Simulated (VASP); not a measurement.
# Ni3Ge (Pm-3m) in VASP: notebook, part 2 of 2

VASP 6.6.1. The steps go on from the part before.

## 4. Single point, LDA, collinear spin, ferromagnetic start

Input file INCAR:

```
SYSTEM = Ni3Ge
PREC = Accurate
ENCUT = 520
EDIFF = 1E-6
ISMEAR = -1
SIGMA = 0.05
LREAL = .False.
LASPH = .True.
NELM = 150
ALGO = Normal
ISIF = 2
LWAVE = .False.
LCHARG = .False.
ISPIN = 2
MAGMOM = 1.2 1.2 1.2 0
LORBIT = 11
NUPDOWN = 3.6
LMAXMIX = 4
NBANDS = 34
```

Input file KPOINTS:

```
Automatic mesh
0
Gamma
  8 8 8
  0 0 0
```

Input file POSCAR:

```
Ni3Ge
1.0
    3.5303341067      0.0000000000      0.0000000000
    0.0000000000      3.5303341067      0.0000000000
    0.0000000000      0.0000000000      3.5303341067
Ni Ge
3 1
Direct
    0.5000000000      0.0000000000      0.5000000000
    0.0000000000      0.5000000000      0.5000000000
    0.5000000000      0.5000000000      0.0000000000
    0.0000000000      0.0000000000      0.0000000000
```

Potentials or basis: VASP PAW LDA potentials, release 64 (Ni, Ge_d).

The run is started by

```
> cat potpaw_LDA.64/Ni/POTCAR potpaw_LDA.64/Ge_d/POTCAR > POTCAR
> mpirun -np 1 vasp_std > vasp.out
```

OUTCAR:

```text
SYSTEM = Ni3Ge
   PREC = Accurate
   ENCUT = 520
   EDIFF = 1E-6
   ISMEAR = -1
   LREAL = .False.
   LASPH = .True.
   NELM = 150
   ISIF = 2
   ISPIN = 2
   LORBIT = 11
   NUPDOWN = 3.6

 ion  position               nearest neighbor table
   1  0.500  0.000  0.500-   2 2.50   3 2.50   4 2.50   3 2.50   4 2.50   2 2.50   3 2.50   3 2.50
                             2 2.50   4 2.50   4 2.50   2 2.50
   2  0.000  0.500  0.500-   1 2.50   3 2.50   4 2.50   3 2.50   4 2.50   1 2.50   4 2.50   4 2.50
                             1 2.50   3 2.50   3 2.50   1 2.50
   3  0.500  0.500  0.000-   1 2.50   2 2.50   4 2.50   1 2.50   2 2.50   1 2.50   4 2.50   1 2.50
                             2 2.50   4 2.50   2 2.50   4 2.50
   4  0.000  0.000  0.000-   1 2.50   2 2.50   3 2.50   1 2.50   2 2.50   2 2.50   3 2.50   2 2.50
                             1 2.50   3 2.50   1 2.50   3 2.50

  LATTYP: Found a simple cubic cell.
 ALAT       =     3.5303341067

  Lattice vectors:

 A1 = (   3.5303341067,   0.0000000000,   0.0000000000)
 A2 = (   0.0000000000,   3.5303341067,   0.0000000000)
 A3 = (   0.0000000000,   0.0000000000,   3.5303341067)

Analysis of symmetry for initial positions (statically):
=====================================================================
 Subroutine PRICEL returns:
 Original cell was already a primitive cell.

 Routine SETGRP: Setting up the symmetry group for a
 simple cubic supercell.

 Subroutine GETGRP returns: Found 48 space group operations
 (whereof 48 operations were pure point group operations)
 out of a pool of 48 trial point group operations.

The static configuration has the point symmetry O_h .

Analysis of symmetry for dynamics (positions and initial velocities):
=====================================================================
 Subroutine PRICEL returns:
 Original cell was already a primitive cell.

 Routine SETGRP: Setting up the symmetry group for a
 simple cubic supercell.

 Subroutine GETGRP returns: Found 48 space group operations
 (whereof 48 operations were pure point group operations)
 out of a pool of 48 trial point group operations.

The dynamic configuration has the point symmetry O_h .

Analysis of structural, dynamic, and magnetic symmetry:
=====================================================================
 Subroutine PRICEL returns:
 Original cell was already a primitive cell.

 Routine SETGRP: Setting up the symmetry group for a
 simple cubic supercell.

 Subroutine GETGRP returns: Found 48 space group operations
 (whereof 48 operations were pure point group operations)
 out of a pool of 48 trial point group operations.

The overall configuration has the point symmetry O_h .

 Subroutine INISYM returns: Found 48 space group operations
 (whereof 48 operations are pure point group operations),
 and found     1 'primitive' translations

----------------------------------------------------------------------------------------

                                     Primitive cell

  volume of cell :      43.9995

  direct lattice vectors                    reciprocal lattice vectors
     3.530334107  0.000000000  0.000000000     0.283259309  0.000000000  0.000000000
     0.000000000  3.530334107  0.000000000     0.000000000  0.283259309  0.000000000
     0.000000000  0.000000000  3.530334107     0.000000000  0.000000000  0.283259309

  length of vectors
     3.530334107  3.530334107  3.530334107     0.283259309  0.283259309  0.283259309

  position of ions in fractional coordinates (direct lattice)
     0.500000000  0.000000000  0.500000000
[... 87 lines left out ...]
   NFREE  =      0    steps in history (QN), initial steepest desc. (CG)
   ISIF   =      2    stress and relaxation
   ISYM   =      2    0-nonsym 1-usesym 2-fastsym
   POTIM  = 0.5000    time-step for ionic-motion
   TEBEG  =    0.0;   TEEND  =   0.0 temperature during run
   PSTRESS=    0.0 pullay stress
   NELECT =      44.0000    total number of electrons
   NUPDOWN=       3.6000    fix difference up-down
   EMIN   =  10.00;   EMAX   =-10.00  energy-range for DOS
   EFERMI =   0.00;   METHOD = LEGACY
   ISMEAR =    -1;   SIGMA  =   0.05  broadening in eV -4-tet -1-fermi 0-gaus
   EFERMI_NEDOS =   21; number of points for ismear=-14 and -15
   IALGO  =     38    algorithm
   IMIX   =      4    mixing-type and parameters
     AMIX     =   0.40;   BMIX     =  1.00
     AMIX_MAG =   1.60;   BMIX_MAG =  1.00
  volume/ion in A,a.u.               =      11.00        74.23
  Fermi-wavevector in a.u.,A,eV,Ry     =   1.637105  3.093680 36.465156  2.680113
  Thomas-Fermi vector in A             =   2.728300
   LORBIT       =     11    0 simple, 1 ext, 2 COOP (PROOUT), +10 PAW based schemes
   GGA     = CA    functional components
   LHFCALC =     F    Hartree Fock is set to
   AEXX    =    0.0000 exact exchange contribution
   IVDW    =     0    specifies the selected vdW correction
   LEPSILON=     F    determine dielectric tensor
   LRPA    =     F    only Hartree local field effects (RPA)
 spin polarized calculation
  energy-cutoff  :      520.00
  volume of cell :       44.00
 maximum number of plane-waves:      1213
 NGX is ok and might be reduce to    28
   NGX = 13   NGY = 13   NGZ = 13

 number of electron      43.9999972 magnetization       3.5999998

 Free energy of the ion-electron system (eV)
  ---------------------------------------------------
  ext. energy  EPLUGINS =         0.00000000
  ---------------------------------------------------
  free energy    TOTEN  =       -24.39355252 eV

  energy without entropy =      -24.35111015  energy(sigma->0) =      -24.37233134

 E-fermi :   9.4409     XC(G=0): -13.8375

 val. band max:       11.8188065527   @ k =   0.5000   0.5000   0.2500
 cond. band min:       9.4585930326   @ k =   0.2500   0.1250   0.1250
 fundamental gap:     -2.3602135201
 Fermi energy:        11.8551617783

 spin component 1

 k-point     1 :       0.0000    0.0000    0.0000
  band No.  band energies     occupation
      1     -14.0837      1.00000
      2     -14.0837      1.00000
      3     -14.0707      1.00000
      4     -14.0707      1.00000
      5     -14.0707      1.00000
      6      -2.4301      1.00000
[... 877 lines left out ...]
     33      24.9501      0.00000
     34      27.1371      0.00000

 [... further k-points ...]

 spin component 2

 k-point     1 :       0.0000    0.0000    0.0000
  band No.  band energies     occupation
      1     -14.0195      1.00000
      2     -14.0195      1.00000
      3     -14.0052      1.00000
      4     -14.0052      1.00000
      5     -14.0052      1.00000
      6      -2.1300      1.00000
[... 877 lines left out ...]
     33      25.3411      0.00000
     34      27.5125      0.00000

 [... further k-points ...]

------------------------ aborting loop because EDIFF is reached ----------------------------------------

  FORCE on cell =-STRESS in cart. coord.  units (eV):
  Direction    XX          YY          ZZ          XY          YZ          ZX
  --------------------------------------------------------------------------------------
  -------------------------------------------------------------------------------------
  Total        1.2723757      1.2723757      1.2723757     -0.0000000     -0.0000000      0.0000000
  in kB       46.3317314     46.3317314     46.3317314     -0.0000000     -0.0000000      0.0000000
  external PRESSURE =      46.3317314 kB  Pullay stress =       0.0000000 kB

 VOLUME and BASIS-vectors are now :
 -----------------------------------------------------------------------------
  energy-cutoff  :      520.00
  volume of cell :       44.00
      direct lattice vectors                 reciprocal lattice vectors
     3.530334107  0.000000000  0.000000000     0.283259309  0.000000000  0.000000000
     0.000000000  3.530334107  0.000000000     0.000000000  0.283259309  0.000000000
     0.000000000  0.000000000  3.530334107     0.000000000  0.000000000  0.283259309

 POSITION                                       TOTAL-FORCE (eV/Angst)
 -----------------------------------------------------------------------------------
      1.76517      0.00000      1.76517         0.000000      0.000000      0.000000
      0.00000      1.76517      1.76517         0.000000      0.000000      0.000000
      1.76517      1.76517      0.00000         0.000000      0.000000      0.000000
      0.00000      0.00000      0.00000         0.000000      0.000000      0.000000
 -----------------------------------------------------------------------------------
    total drift:                                0.000000      0.000000      0.000000

  FREE ENERGIE OF THE ION-ELECTRON SYSTEM (eV)
  ---------------------------------------------------
  free  energy   TOTEN  =       -24.3935525228 eV

  energy  without entropy=      -24.3511101499  energy(sigma->0) =      -24.37233134

 total charge

# of ion       s       p       d       tot
------------------------------------------
    1        0.492   0.576   8.346   9.415
    2        0.492   0.576   8.346   9.415
    3        0.492   0.576   8.346   9.415
    4        1.102   1.334  10.132  12.569
--------------------------------------------------
tot          2.578   3.064  35.171  40.813

 magnetization (x)

# of ion       s       p       d       tot
------------------------------------------
    1        0.021   0.068   0.962   1.052
    2        0.021   0.068   0.962   1.052
    3        0.021   0.068   0.962   1.052
    4        0.064   0.185   0.015   0.263
--------------------------------------------------
tot          0.128   0.390   2.900   3.418
```

stdout:

```text
POSCAR found type information on POSCAR NiGe
 POSCAR found :  2 types and       4 ions
 scaLAPACK will be used
 LDA part: xc-table for (Slater(with rela. corr.)+CA(PZ))
 , standard interpolation
 POSCAR, INCAR and KPOINTS ok, starting setup
 FFT: planning ... GRIDC
 FFT: planning ... GRID_SOFT
 FFT: planning ... GRID
 WAVECAR not read
 entering main loop
```

It took 2.7 min on 1 thread of Intel Xeon 8259CL, shared host; peak memory 0.2 GiB.

What came out:

| Quantity | Value |
| --- | --- |
| Free energy | -24.3936 eV |
| Pressure | 4.6 GPa |
| Net moment | 3.60 μB per cell |
| Site moments | Ni +1.05; Ge +0.26 μB |
| Valence electrons inside the program's atomic spheres | Ni 9.41; Ge 12.57 |

Caveat: the cell stands under pressure; the total moment is fixed, so each spin has its own Fermi level and the state may be an excited one.

## 5. The runs side by side

```csv
fixed moment (μB),pressure (GPa),moment (μB)
1.5,-4.9,1.50
2.4,-1.8,2.40
3.6,4.6,3.60
```

Alike in all rows: task single point; level LDA; potentials or basis VASP PAW LDA potentials, release 64 (Ni, Ge_d); spin collinear, ferromagnetic start; cell as given; k mesh 8 × 8 × 8; cutoff (eV) 520; smearing fermi-dirac 0.05 eV.

Caveats: the total moment is fixed, so each spin has its own Fermi level and the state may be an excited one; the cell stands under tension (at least some runs); the cell stands under pressure (at least some runs).

Total energies depend on the potentials used, so only differences within one code and one set of settings carry meaning.
